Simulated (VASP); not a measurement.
Here is a VASP 6.6.1 calculation.

POSCAR

```
CuF
1.0
    2.8524987614      0.0000000000      0.0000000000
    0.0000000000      2.8524987614      0.0000000000
    0.0000000000      0.0000000000      2.8518462629
Cu F
1 1
Direct
    0.0000000000      0.0000000000      0.0000000000
    0.5000000000      0.5000000000      0.5000000000
```

INCAR.step1

```
PREC     = Accurate       # precision mode
ENCUT    = 520            # plane-wave cutoff, eV
EDIFF    = 1E-5           # SCF threshold, eV
ISMEAR   = -1             # smearing method
SIGMA    = 0.05           # smearing width, eV
LREAL    = False          # projectors in reciprocal space
LASPH    = True           # aspherical terms in the spheres
NELM     = 80             # most SCF steps
ALGO     = Normal         # electronic algorithm
ISIF     = 2              # what is computed and relaxed
LWAVE    = True           # write WAVECAR
LCHARG   = False          # write CHGCAR
NBANDS   = 16             # bands
GGA      = PE             # functional
```

The input INCAR.step2:

```
PREC     = Accurate       # precision mode
ENCUT    = 520            # plane-wave cutoff, eV
EDIFF    = 1E-7           # SCF threshold, eV
ISMEAR   = -1             # smearing method
SIGMA    = 0.05           # smearing width, eV
LREAL    = False          # projectors in reciprocal space
LASPH    = True           # aspherical terms in the spheres
NELM     = 80             # most SCF steps
ALGO     = Normal         # electronic algorithm
ISIF     = 2              # what is computed and relaxed
LWAVE    = False          # write WAVECAR
LCHARG   = False          # write CHGCAR
GGA      = PE             # functional
LHFCALC  = True           # exact exchange
AEXX     = 1.0            # exact-exchange fraction
ALDAC    = 0.0          
AGGAC    = 0.0          
PRECFOCK = Normal       
NBANDS   = 16             # bands
ISTART   = 1
```

KPOINTS

```
regular mesh
0
Gamma
  6 6 4
```

Potentials or basis: VASP PAW PBE potentials, release 64 (Cu, F).

Run with:

```console
$ cat potpaw_PBE.64/Cu/POTCAR potpaw_PBE.64/F/POTCAR > POTCAR
$ cp INCAR.step1 INCAR
$ mpirun -np 1 vasp_std > vasp.out
$ cp INCAR.step2 INCAR
$ mpirun -np 1 vasp_std > vasp.out
```

**Question.** Estimate the band gap on the k mesh.

**Answer.** 11.37 eV, indirect (least direct gap 12.19 eV).

**Question.** What does it give for the pressure?

**Answer.** 0.3 GPa.

Caveat: the k points lie up to 0.55 Å⁻¹ apart; the PAW data sets were made with another functional, which shifts forces and pressure a little. A k mesh can miss the band edges.
